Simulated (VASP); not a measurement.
# K9Mg8F24 (a cell with a defect) in VASP: single point with PBEsol

Aim: the single point of K9Mg8F24 (a cell with a defect) with PBEsol.

Program: VASP 6.6.1. These are calculated values, not measurements. Logs are shortened: lines on timing, memory, paths and dates and some standing lists are left out, and cuts for length are marked.

## Step 1: The cell of the first run

The cell holds a defect, 41 atoms: a = 7.983 Å, b = 7.983 Å, c = 7.983 Å, α = 90.00°, β = 90.00°, γ = 90.00°.

## Step 2: Single point, PBEsol

INCAR

```
PREC = Accurate ; ENCUT = 520
EDIFF = 1E-6 ; ISMEAR = -1
SIGMA = 0.05 ; LREAL = Auto
LASPH = T ; NELM = 60
ALGO = Normal ; ISIF = 2
LWAVE = F ; LCHARG = T
GGA = PS ; LELF = T
LVHAR = T ; NELECT = 264.0
ISYM = 0 ; NBANDS = 158
```

KPOINTS

```
Automatic mesh
0
Gamma
  1 1 1
  0.25 0.25 0.25
```

POSCAR

```
K9Mg8F24
1.0
    7.9825440000      0.0000000000      0.0000000000
    0.0000000000      7.9825440000      0.0000000000
    0.0000000000      0.0000000000      7.9825440000
K Mg F
9 8 24
Direct
    0.9992920000      0.0121580000      0.9937660000
    0.9993990000      0.0121950000      0.4937800000
    0.9994440000      0.5118800000      0.9937100000
    0.9993610000      0.5121170000      0.4936550000
    0.4993940000      0.0120480000      0.9937580000
    0.4992950000      0.8609690000      0.4938780000
    0.4992140000      0.5119610000      0.9936720000
    0.4992370000      0.5121700000      0.4936870000
    0.4993110000      0.1630390000      0.4935570000
    0.2430510000      0.2646100000      0.2373210000
    0.2430640000      0.2646600000      0.7501530000
    0.2429770000      0.7595640000      0.2373940000
    0.2429580000      0.7595060000      0.7501340000
    0.7557890000      0.2646690000      0.2373030000
    0.7557670000      0.2646140000      0.7500990000
    0.7557420000      0.7596140000      0.2373610000
    0.7557580000      0.7596170000      0.7501520000
    0.2455510000      0.2417450000      0.9937650000
    0.2454030000      0.7824710000      0.9937630000
    0.2343880000      0.7342610000      0.4937140000
    0.7533090000      0.2419370000      0.9936920000
    0.7642540000      0.2899840000      0.4937430000
    0.7534230000      0.7823990000      0.9937720000
    0.7642030000      0.7343100000      0.4937100000
    0.9993540000      0.2417120000      0.2396290000
    0.9994250000      0.2417590000      0.7478380000
    0.9993710000      0.7826470000      0.2397620000
    0.9993670000      0.7824890000      0.7477990000
    0.4995010000      0.2902020000      0.2289760000
    0.4994410000      0.2901120000      0.7583460000
    0.4993100000      0.7342790000      0.2288300000
    0.4993180000      0.7341250000      0.7586940000
    0.2781540000      0.0120850000      0.2725510000
    0.2781000000      0.0120570000      0.7151070000
    0.2327410000      0.5121200000      0.2272170000
    0.2327770000      0.5120890000      0.7602820000
    0.7206680000      0.0120670000      0.2723100000
    0.7205770000      0.0119750000      0.7150840000
    0.7659250000      0.5121460000      0.2273350000
    0.7658490000      0.5121510000      0.7600530000
    0.2344790000      0.2899600000      0.4937620000
```

Potentials or basis: VASP PAW PBE potentials, release 64 (K_sv, Mg, F).

The run is started by

```console
> cat potpaw_PBE.64/K_sv/POTCAR potpaw_PBE.64/Mg/POTCAR potpaw_PBE.64/F/POTCAR > POTCAR
> mpirun -np 1 vasp_std > vasp.out
```

OUTCAR:

```text
PREC = Accurate
   ENCUT = 520
   EDIFF = 1E-6
   ISMEAR = -1
   LREAL = Auto
   LASPH = T
   NELM = 60
   ISIF = 2
   GGA = PS
   NELECT = 264.0
   ISYM = 0

 ion  position               nearest neighbor table
   1  0.999  0.012  0.994-  25 2.69  27 2.69  26 2.69  23 2.69  28 2.69  21 2.69  19 2.69  18 2.69
                            14 3.41  15 3.41  17 3.41  16 3.41  10 3.41  11 3.41  12 3.41  13 3.41
   2  0.999  0.012  0.494-  27 2.73  26 2.73  25 2.73  28 2.73  33 2.84  34 2.84  38 2.84  37 2.84
                            15 3.47  11 3.47  10 3.47  14 3.47  17 3.47  12 3.47  13 3.47  16 3.47
   3  0.999  0.512  0.994-  36 2.63  35 2.63  39 2.64  40 2.64  11 3.38  14 3.38  10 3.39  15 3.39
                            13 3.39  12 3.39  17 3.39  16 3.39
   4  0.999  0.512  0.494-  20 2.58  22 2.58  41 2.58  24 2.58  39 2.83  35 2.83  40 2.83  36 2.83
                            12 3.44  14 3.45  16 3.45  13 3.45  10 3.45  15 3.45  17 3.45  11 3.45
   5  0.499  0.012  0.994-  18 2.73  19 2.73  23 2.73  21 2.73  37 2.84  38 2.84  34 2.84  33 2.84
                            16 3.47  17 3.47  10 3.47  12 3.47  11 3.47  14 3.47  15 3.47  13 3.47
   6  0.499  0.861  0.494-  32 2.34  24 2.34  20 2.34  31 2.35   9 2.41  34 2.77  38 2.77  33 2.77
                            37 2.78   8 2.78  13 3.00  17 3.01  12 3.01  16 3.01
   7  0.499  0.512  0.994-  29 2.58  32 2.58  30 2.58  31 2.58  36 2.83  35 2.83  40 2.83  39 2.83
                            11 3.44  10 3.44  13 3.45  15 3.45  14 3.45  12 3.45  17 3.45  16 3.45
   8  0.499  0.512  0.494-  29 2.76  30 2.76  20 2.76  41 2.76  31 2.76  32 2.76  24 2.76  22 2.76
                             6 2.78   9 2.79  12 3.50  13 3.50  10 3.50  11 3.50  16 3.50  17 3.51
   9  0.499  0.163  0.494-  29 2.34  41 2.34  30 2.34  22 2.35   6 2.41  33 2.77  37 2.77  34 2.77
                            38 2.78   8 2.79  10 3.00  14 3.01  11 3.01  15 3.01
  10  0.243  0.265  0.237-  18 1.95  25 1.95  35 1.98  33 2.05  41 2.06  29 2.06   9 3.00   3 3.39
                             1 3.41   7 3.44   4 3.45   5 3.47   2 3.47   8 3.50
  11  0.243  0.265  0.750-  18 1.95  26 1.95  36 1.98  34 2.05  30 2.06  41 2.06   9 3.01   3 3.38
                             1 3.41   7 3.44   4 3.45   2 3.47   5 3.47   8 3.50
  12  0.243  0.760  0.237-  27 1.95  19 1.95  35 1.98  33 2.05  20 2.06  31 2.06   6 3.01   3 3.39
[... 21 lines left out ...]
  28  0.999  0.782  0.748-  13 1.95  17 1.95   1 2.69   2 2.73
  29  0.500  0.290  0.229-  14 2.06  10 2.06   9 2.34   7 2.58   8 2.76
  30  0.499  0.290  0.758-  15 2.06  11 2.06   9 2.34   7 2.58   8 2.76
  31  0.499  0.734  0.229-  12 2.06  16 2.06   6 2.35   7 2.58   8 2.76
  32  0.499  0.734  0.759-  13 2.06  17 2.06   6 2.34   7 2.58   8 2.76
  33  0.278  0.012  0.273-  12 2.05  10 2.05   9 2.77   6 2.77   2 2.84   5 2.84
  34  0.278  0.012  0.715-  13 2.05  11 2.05   6 2.77   9 2.77   5 2.84   2 2.84
  35  0.233  0.512  0.227-  12 1.98  10 1.98   3 2.63   4 2.83   7 2.83
  36  0.233  0.512  0.760-  13 1.98  11 1.98   3 2.63   7 2.83   4 2.83
  37  0.721  0.012  0.272-  16 2.05  14 2.05   9 2.77   6 2.78   5 2.84   2 2.84
  38  0.721  0.012  0.715-  17 2.05  15 2.06   6 2.77   9 2.78   5 2.84   2 2.84
  39  0.766  0.512  0.227-  16 1.98  14 1.98   3 2.64   4 2.83   7 2.83
  40  0.766  0.512  0.760-  17 1.98  15 1.98   3 2.64   4 2.83   7 2.83
  41  0.234  0.290  0.494-  11 2.06  10 2.06   9 2.34   4 2.58   8 2.76

IMPORTANT INFORMATION: All symmetrisations will be switched off!
NOSYMM: (Re-)initialisation of all symmetry stuff for point group C_1.

----------------------------------------------------------------------------------------

                                     Primitive cell

  volume of cell :     508.6558

  direct lattice vectors                    reciprocal lattice vectors
     7.982544000  0.000000000  0.000000000     0.125273346  0.000000000  0.000000000
     0.000000000  7.982544000  0.000000000     0.000000000  0.125273346  0.000000000
     0.000000000  0.000000000  7.982544000     0.000000000  0.000000000  0.125273346

  length of vectors
     7.982544000  7.982544000  7.982544000     0.125273346  0.125273346  0.125273346

  position of ions in fractional coordinates (direct lattice)
     0.999292000  0.012158000  0.993766000
     0.999399000  0.012195000  0.493780000
     0.999444000  0.511880000  0.993710000
     0.999361000  0.512117000  0.493655000
     0.499394000  0.012048000  0.993758000
     0.499295000  0.860969000  0.493878000
[... 33 lines left out ...]
     0.765849000  0.512151000  0.760053000
     0.234479000  0.289960000  0.493762000

  ion indices of the primitive-cell ions
   primitive index   ion index
                 1           1
                 2           2
                 3           3
                 4           4
                 5           5
                 6           6
[... 33 lines left out ...]
                40          40
                41          41

----------------------------------------------------------------------------------------

 KPOINTS: Automatic mesh

Automatic generation of k-mesh.
 Grid dimensions read from file:
 generate k-points for:    1    1    1

 Generating k-lattice:

  Cartesian coordinates                     Fractional coordinates (reciprocal lattice)
     0.125273346  0.000000000  0.000000000     1.000000000  0.000000000  0.000000000
     0.000000000  0.125273346  0.000000000     0.000000000  1.000000000  0.000000000
     0.000000000  0.000000000  0.125273346     0.000000000  0.000000000  1.000000000

  Length of vectors
     0.125273346  0.125273346  0.125273346

  Shift w.r.t. Gamma in fractional coordinates (k-lattice)
     0.250000000  0.250000000  0.250000000

 Subroutine IBZKPT returns following result:
 ===========================================

 Found      4 irreducible k-points:

 Following reciprocal coordinates:
            Coordinates               Weight
  0.250000  0.250000  0.250000      2.000000
 -0.250000  0.250000  0.250000      2.000000
 -0.250000 -0.250000  0.250000      2.000000
  0.250000 -0.250000  0.250000      2.000000
   k-points           NKPTS =      4   k-points in BZ     NKDIM =      4   number of bands    NBANDS=    158
   number of dos      NEDOS =    301   number of ions     NIONS =     41
   total plane-waves  NPLWV = 216000
   dimension x,y,z NGX =    60 NGY =   60 NGZ =   60
   dimension x,y,z NGXF=   120 NGYF=  120 NGZF=  120
   ions per type =               9   8  24
   NGX,Y,Z   is equivalent  to a cutoff of  12.50, 12.50, 12.50 a.u.
   NGXF,Y,Z  is equivalent  to a cutoff of  24.99, 24.99, 24.99 a.u.
 SYSTEM =  unknown system
   PREC   = accura    normal or accurate (medium, high low for compatibility)
   ISTART =      0    job   : 0-new  1-cont  2-samecut
   ICHARG =      2    charge: 1-file 2-atom 10-const
   ISPIN  =      1    spin polarized calculation?
   LNONCOLLINEAR =      F non collinear calculations
   LSORBIT =      F    spin-orbit coupling
   LASPH  =      T    aspherical Exc in radial PAW
   ENCUT  =  520.0 eV  38.22 Ry    6.18 a.u.  14.84 14.84 14.84*2*pi/ulx,y,z
   NELM   =     60;   NELMIN=  2; NELMDL= -5     # of ELM steps
   EDIFF  = 0.1E-05   stopping-criterion for ELM
   LREAL  =      T    real-space projection
   EDIFFG = 0.1E-04   stopping-criterion for IOM
   NSW    =      0    number of steps for IOM
   IBRION =     -1    ionic relax: 0-MD 1-quasi-New 2-CG
   NFREE  =      0    steps in history (QN), initial steepest desc. (CG)
   ISIF   =      2    stress and relaxation
   ISYM   =      0    0-nonsym 1-usesym 2-fastsym
   POTIM  = 0.5000    time-step for ionic-motion
   TEBEG  =    0.0;   TEEND  =   0.0 temperature during run
   PSTRESS=    0.0 pullay stress
   NELECT =     264.0000    total number of electrons
   NUPDOWN=      -1.0000    fix difference up-down
   EMIN   =  10.00;   EMAX   =-10.00  energy-range for DOS
   EFERMI =   0.00;   METHOD = LEGACY
   ISMEAR =    -1;   SIGMA  =   0.05  broadening in eV -4-tet -1-fermi 0-gaus
   EFERMI_NEDOS =   21; number of points for ismear=-14 and -15
   IALGO  =     38    algorithm
   IMIX   =      4    mixing-type and parameters
     AMIX     =   0.40;   BMIX     =  1.00
     AMIX_MAG =   1.60;   BMIX_MAG =  1.00
  volume/ion in A,a.u.               =      12.41        83.72
  Fermi-wavevector in a.u.,A,eV,Ry     =   1.315633  2.486186 23.550197  1.730891
  Thomas-Fermi vector in A             =   2.445802
   LORBIT       =      0    0 simple, 1 ext, 2 COOP (PROOUT), +10 PAW based schemes
   GGA     = PS    functional components
   LHFCALC =     F    Hartree Fock is set to
   AEXX    =    0.0000 exact exchange contribution
   IVDW    =     0    specifies the selected vdW correction
   LEPSILON=     F    determine dielectric tensor
   LRPA    =     F    only Hartree local field effects (RPA)
 non-spin polarized calculation
  energy-cutoff  :      520.00
  volume of cell :      508.66
 maximum number of plane-waves:     13679
   NGX = 29   NGY = 29   NGZ = 29

 number of electron     263.9999944 magnetization

 Free energy of the ion-electron system (eV)
  ---------------------------------------------------
  ext. energy  EPLUGINS =         0.00000000
  ---------------------------------------------------
  free energy    TOTEN  =      -203.50608852 eV

  energy without entropy =     -203.50608852  energy(sigma->0) =     -203.50608852

 E-fermi :  -0.3644     XC(G=0): -10.0809

 val. band max:       -1.6558631831   @ k =  -0.2500  -0.2500   0.2500
 cond. band min:       6.4104451539   @ k =   0.2500  -0.2500   0.2500
 fundamental gap:      8.0663083370
 Fermi energy:        -0.3643910001

 k-point     1 :       0.2500    0.2500    0.2500
  band No.  band energies     occupation
      1     -27.9221      2.00000
      2     -27.6267      2.00000
      3     -27.1238      2.00000
      4     -26.7285      2.00000
      5     -26.7233      2.00000
      6     -26.7144      2.00000
[... 577 lines left out ...]
    143       8.9730      0.00000
    144       9.1726      0.00000
 [bands above 144 left out]

------------------------ aborting loop because EDIFF is reached ----------------------------------------

  FORCE on cell =-STRESS in cart. coord.  units (eV):
  Direction    XX          YY          ZZ          XY          YZ          ZX
  --------------------------------------------------------------------------------------
  -------------------------------------------------------------------------------------
  Total        3.6697513      7.2190419      3.6650657      0.0040100     -0.0158743     -0.0017805
  in kB       11.5590795     22.7387289     11.5443208      0.0126308     -0.0500012     -0.0056082
  external PRESSURE =      15.2807097 kB  Pullay stress =       0.0000000 kB

 VOLUME and BASIS-vectors are now :
 -----------------------------------------------------------------------------
  energy-cutoff  :      520.00
  volume of cell :      508.66
      direct lattice vectors                 reciprocal lattice vectors
     7.982544000  0.000000000  0.000000000     0.125273346  0.000000000  0.000000000
     0.000000000  7.982544000  0.000000000     0.000000000  0.125273346  0.000000000
     0.000000000  0.000000000  7.982544000     0.000000000  0.000000000  0.125273346

 POSITION                                       TOTAL-FORCE (eV/Angst)
 -----------------------------------------------------------------------------------
      7.97689      0.09705      7.93278         0.000746     -0.004967     -0.001002
      7.97775      0.09735      3.94162        -0.000341     -0.002839     -0.000612
      7.97811      4.08610      7.93233        -0.006222      0.002869     -0.000253
      7.97744      4.08800      3.94062        -0.003086     -0.001367      0.000409
      3.98643      0.09617      7.93272         0.000325     -0.004781     -0.000886
      3.98564      6.87272      3.94240         0.003434     -0.029605     -0.002583
[... 33 lines left out ...]
      6.11342      4.08827      6.06716        -0.008732     -0.002856     -0.007602
      1.87174      2.31462      3.94148        -0.025306      0.003389     -0.000872
 -----------------------------------------------------------------------------------
    total drift:                                0.003220     -0.019336     -0.002105

  FREE ENERGIE OF THE ION-ELECTRON SYSTEM (eV)
  ---------------------------------------------------
  free  energy   TOTEN  =      -203.5060885238 eV

  energy  without entropy=     -203.5060885237  energy(sigma->0) =     -203.50608852
```

Run time: 9.7 min. Hardware: 1 thread of AMD EPYC 7R13 (Zen 3), shared host; peak memory 0.56 GiB.

Results:

```
Free energy   : -203.5061 eV
Largest force : 0.033 eV/Å
```

Forces on the atoms (eV/Å):
```
K    0.001 -0.005 -0.001
K    0.000 -0.003 -0.001
K   -0.006  0.003  0.000
K   -0.003 -0.001  0.000
K    0.000 -0.005 -0.001
K    0.003 -0.030 -0.003
K    0.004  0.003  0.002
K    0.002 -0.008  0.000
K    0.005  0.027  0.005
Mg  -0.014  0.009 -0.007
Mg  -0.012  0.002  0.008
Mg  -0.013  0.000 -0.017
Mg  -0.013  0.001  0.016
Mg   0.009  0.009 -0.007
Mg   0.009  0.011  0.006
Mg   0.012 -0.006 -0.011
Mg   0.013 -0.010  0.011
F    0.006  0.011  0.000
F    0.001 -0.008  0.001
F   -0.025 -0.004  0.003
F   -0.005  0.008  0.001
F    0.024 -0.004 -0.001
F   -0.003 -0.009 -0.003
F    0.026 -0.001  0.002
F    0.006  0.010  0.000
F   -0.005  0.008 -0.004
F    0.002 -0.010  0.005
F    0.000 -0.008  0.000
F   -0.008 -0.001 -0.032
F   -0.005 -0.004  0.029
F    0.002 -0.002 -0.023
F    0.001 -0.002  0.025
F   -0.007  0.006 -0.012
F   -0.007  0.001  0.008
F    0.014 -0.005  0.014
F    0.014 -0.002 -0.013
F    0.009  0.009 -0.011
F    0.010  0.010  0.009
F   -0.011  0.000  0.010
F   -0.009 -0.003 -0.008
F   -0.025  0.003 -0.001
```

Levels at points of the mesh, in eV from the Fermi level:
```tsv
k point	band 128	band 129	band 130	band 131	band 132	band 133	band 134	band 135	band 136	band 137
(0.25, 0.25, 0.25)	-1.38	-1.37	-1.34	-1.32	-1.29	6.77	8.23	8.30	8.33	8.57
```

Caveat: the k points lie up to 0.79 Å⁻¹ apart; the cell carries a net charge on a neutralising background, which shifts energy and pressure; the cell is charged against a uniform background, so pressure and absolute levels hang on convention; the PAW data sets were made with another functional, which shifts forces and pressure a little.
